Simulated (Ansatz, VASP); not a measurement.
One calculation of Ti, two programs

```
Ti
1.0
     2.93068    0.00000    0.00000
    -1.46534    2.53805    0.00000
     0.00000    0.00000    9.36115
Ti
4
Direct
  0.00000 0.00000 0.00000
  0.33333 0.66667 0.25000
  0.00000 0.00000 0.50000
  0.66667 0.33333 0.75000
```

Alike in both runs: functional r2SCAN; k mesh 18 × 18 × 5; occupations gaussian, width 0.1 eV; no spin polarisation.

Ansatz relaxed the structure, and its values are those at the end. VASP's run is a single point on that final structure, the one shown.

|  | VASP | Ansatz |
| --- | --- | --- |
| version | VASP 6.6.1 | Ansatz 0.2.0 |
| potentials or method | VASP PAW PBE potentials, release 64 (Ti_sv), cutoff 520 eV | scalar-relativistic, plane waves, PAW |
| valence electrons in the cell | 48 | 48 |

Ansatz gave:

```
gap on the k mesh at the Fermi level (eV) : none
pressure (GPa)                            : 0.0
```

Task: Estimate VASP's values.

Result: gap on the k mesh at the Fermi level (eV): none; pressure (GPa): 0.4.

VASP's potentials were made for PBE, not for r2SCAN. A gap of «none» marks a metal or a gap that the smearing closes. With one functional, cell and mesh, what is left measures potentials, basis and numerics.
